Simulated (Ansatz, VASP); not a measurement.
Pb in VASP and in Ansatz

File INCAR:

```
SYSTEM = Pb
ALGO = Fast
EDIFF = 1E-6
ENCUT = 520
ISIF = 2
ISMEAR = 0
LASPH = .True.
LCHARG = .True.
LELF = .True.
LREAL = .False.
LVHAR = .True.
LWAVE = .False.
NBANDS = 13
NELM = 100
PREC = Accurate
SIGMA = 0.15
```

Contents of KPOINTS:

```
k-points
0
Gamma
  16 16 16
  0 0 0
```

The input POSCAR:

```
Pb
1.0
    0.0000000000      2.4698000000      2.4698000000
    2.5809410000      0.0000000000      2.4698000000
    2.5809410000      2.4698000000      0.0000000000
Pb
1
Direct
    0.0000000000      0.0000000000      0.0000000000
```

Input for Ansatz:

```yaml
crystal:
  lattice:
    - [0.0, 2.4698, 2.4698]
    - [2.580941, 0.0, 2.4698]
    - [2.580941, 2.4698, 0.0]
  atoms:
    - { symbol: Pb, position: [0.0, 0.0, 0.0] }
basis:
  ecutwfc: 420
kpoints:
  mp_grid: { grid: [16, 16, 16] }
hamiltonian:
  xc: lda
scf:
  occupations: { method: gaussian, width: 0.15 }
output:
  forces: true
  stress: true
  eigenvalues: true
```

Change from the starting cell: strain +0.0450 x Voigt [1, 0, 0, 0, 0, 0], atoms carried along.

Alike in both runs: task single point; functional LDA; k mesh 16 × 16 × 16; occupations gaussian, width 0.15 eV; no spin polarisation.

```csv
,VASP,Ansatz
version,VASP 6.6.1,Ansatz 0.2.0
potentials or method,"VASP PAW LDA potentials, release 64 (Pb_d), cutoff 520 eV","scalar-relativistic, plane waves, PAW"
valence electrons in the cell,14,14
```

Ansatz gave:

* gap on the k mesh at the Fermi level (eV): none
* pressure (GPa): -3.5
* traceless stress, the component that is largest in VASP (GPa): -0.36

What did VASP give for the same quantities?

gap on the k mesh at the Fermi level (eV): none; pressure (GPa): -3.4; traceless stress, the component that is largest in VASP (GPa): -0.38.

LDA's correlation is that of Perdew and Zunger in VASP and of Perdew and Wang (1992) in Ansatz. A gap of «none» marks a metal or a gap that the smearing closes.

Spin-orbit coupling is off throughout.
